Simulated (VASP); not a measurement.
Here is a VASP 6.6.1 calculation.

Contents of INCAR:

```
SYSTEM = CdTe
  ALGO = Normal
  EDIFF = 1E-6
  EDIFFG = -0.01
  ENCUT = 600
  GGA = PS
  IBRION = 2
  ISIF = 3
  ISMEAR = -1
  LASPH = .True.
  LCHARG = .False.
  LREAL = .False.
  LWAVE = .False.
  NELM = 80
  NSW = 80
  PREC = Accurate
  SIGMA = 0.02
```

Contents of KPOINTS:

```
k-points
0
Gamma
  8 8 8
  0 0 0
```

File POSCAR:

```
CdTe
1.0
    0.0000000000      3.2050000000      3.2050000000
    3.2050000000      0.0000000000      3.2050000000
    3.2050000000      3.2050000000      0.0000000000
Cd Te
1 1
Direct
    0.0000000000      0.0000000000      0.0000000000
    0.2500000000      0.2500000000      0.2500000000
```

Potentials or basis: VASP PAW PBE potentials, release 64 (Cd, Te).

Run with:

```console
$ cat potpaw_PBE.64/Cd/POTCAR potpaw_PBE.64/Te/POTCAR > POTCAR
$ mpirun -np 1 vasp_std > vasp.out
```

Task: What does it give for the band gap on the k mesh?

Result: 0.64 eV, direct.

Task: What does it give for the relaxed cell?

Result: a = 4.593 Å, b = 4.593 Å, c = 4.593 Å, α = 60.00°, β = 60.00°, γ = 60.00°.

Task: Predict the space group after relaxing (to 0.05 Å).

Result: F-43m (No. 216).

Final structure:
```
Cd Te
1.0
     0.00000    3.24780    3.24780
     3.24780    0.00000    3.24780
     3.24780    3.24780    0.00000
Cd Te
1 1
Direct
  0.00000 0.00000 0.00000
  0.25000 0.25000 0.25000
```

Caveat: spin-orbit coupling is left out, which moves the levels of the heavy elements. Zero-point motion and thermal expansion aren't in these numbers.
